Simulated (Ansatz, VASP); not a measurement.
**Sn: VASP beside Ansatz**

```
Sn
1.0
     3.45446    0.00000    0.00000
    -1.72723    2.99165    0.00000
     0.00000    0.00000   11.42127
Sn
4
Cartesian
  1.7272 2.9916 0.0000
  1.7272 2.9916 5.7106
  0.0000 1.9944 2.8553
  1.7272 0.9972 8.5659
```

Alike in both runs: task single point; functional PBEsol; k mesh 12 × 12 × 4; occupations fermi-dirac, width 0.1 eV; no spin polarisation.

|  | VASP | Ansatz |
| --- | --- | --- |
| version | VASP 6.6.1 | Ansatz 0.2.0 |
| potentials or method | VASP PAW PBE potentials, release 64 (Sn_d), cutoff 520 eV | plane waves (420 eV) with PAW, scalar-relativistic |
| valence electrons in the cell | 56 | 56 |

Ansatz gave:

```
pressure (GPa)                                                : -4.6
traceless stress, the component that is largest in VASP (GPa) : -0.08
```

Problem. Which values does VASP return?

Solution. Pressure (GPa): -4.7; traceless stress, the component that is largest in VASP (GPa): -0.08.

VASP's potentials were made for PBE, not for PBEsol, and Ansatz warns of the same on its side.
